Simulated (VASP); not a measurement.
Write the native input for VASP 6.6.1 that does the following.

```
Task                   : single point
Functional             : PBE
Potentials or basis    : VASP PAW PBE potentials, release 64 (Cd, Ge_d)
Cutoff                 : 520 eV
k mesh                 : 6 × 6 × 6
Occupations            : gaussian, width 0.1 eV
Spin                   : no spin polarisation
Dipole correction      : no
Further INCAR settings : ALGO = Normal; EDIFF = 1e-07; NBANDS = 26
```

The structure of Cd2Ge lies in POSCAR:

```
Cd2Ge
1.0
   -1.9138494433      1.9138494433      4.5580656264
    1.9138494433     -1.9138494433      4.5580656264
    1.9138494433      1.9138494433     -4.5580656264
Cd Ge
2 1
Direct
    0.6634148724      0.6634148724      0.0000000000
    0.3365851276      0.3365851276      0.0000000000
    0.0000000000      0.0000000000      0.0000000000
```

The input as run:

INCAR

```
SYSTEM = Cd2Ge
ALGO = Normal
EDIFF = 1E-7
ENCUT = 520
GGA = PE
ISIF = 2
ISMEAR = 0
LASPH = .True.
LCHARG = .True.
LELF = .True.
LREAL = .False.
LVHAR = .True.
LWAVE = .False.
NBANDS = 26
NELM = 100
PREC = Accurate
SIGMA = 0.1
```

KPOINTS

```
k-points
0
Gamma
  6 6 6
  0 0 0
```

Potentials or basis: VASP PAW PBE potentials, release 64 (Cd, Ge_d).

Command:

```sh
$ cat potpaw_PBE.64/Cd/POTCAR potpaw_PBE.64/Ge_d/POTCAR > POTCAR
$ mpirun -np 1 vasp_std > vasp.out
```

It gave:

```yaml
Pressure: 0.0 GPa
Largest_force: 0.018 eV/Å
Band_gap_on_the_k_mesh: zero (band 19 reaches 4.76 eV, above the bottom of band 20 at 2.06 eV)
```

Caveat: the k points lie up to 0.39 Å⁻¹ apart.

Wall time 52 s on 1 thread of AMD EPYC 7R13 Processor (Zen 3) (shared host), peak memory 0.22 GiB.
